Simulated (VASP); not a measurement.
A run of VASP 6.6.1:

Contents of INCAR:

```
  PREC = Accurate
  ENCUT = 600
  EDIFF = 1E-6
  ISMEAR = 0
  SIGMA = 0.1
  LREAL = F
  LASPH = T
  NELM = 120
  ALGO = Normal
  ISIF = 2
  LWAVE = F
  LCHARG = F
  GGA = PE
  NBANDS = 72
  GGA_COMPAT = F
```

Contents of KPOINTS:

```
regular mesh
0
Gamma
  4 4 1
```

Contents of POSCAR:

```
Sn2PbO3
1.0
    3.9245761515      0.0000000000      0.0000000000
    0.0000000000      3.9245761515      0.0000000000
    0.0000000000      0.0000000000     15.8854023313
Sn Pb O
4 2 6
Direct
    0.5000000000      0.0000000000      0.5857125227
    0.0000000000      0.5000000000      0.7294613843
    0.0000000000      0.5000000000      0.4142874773
    0.5000000000      0.0000000000      0.2705386157
    0.5000000000      0.0000000000      0.9220086390
    0.0000000000      0.5000000000      0.0779913610
    0.5000000000      0.5000000000      0.6576150703
    1.0000000000      0.0000000000      0.6576150703
    0.5000000000      0.5000000000      0.0000000000
    0.0000000000      0.0000000000      0.0000000000
    1.0000000000      0.0000000000      0.3423849297
    0.5000000000      0.5000000000      0.3423849297
```

Potentials or basis: VASP PAW PBE potentials, release 64 (Sn_d, Pb_d, O).

Run with:

```bash
$ cat potpaw_PBE.64/Sn_d/POTCAR potpaw_PBE.64/Pb_d/POTCAR potpaw_PBE.64/O/POTCAR > POTCAR
$ mpirun -np 1 vasp_std > vasp.out
```

Hardware: 1 thread of Intel(R) Xeon(R) 6975P-C (Granite Rapids), with other jobs on the host.

Problem. Estimate the wall time of this run.

Solution. Wall time 82 s on 1 thread of Intel(R) Xeon(R) 6975P-C (Granite Rapids), with other jobs on the host, peak memory 0.39 GiB. Counts: scf iterations 16, k points 6.
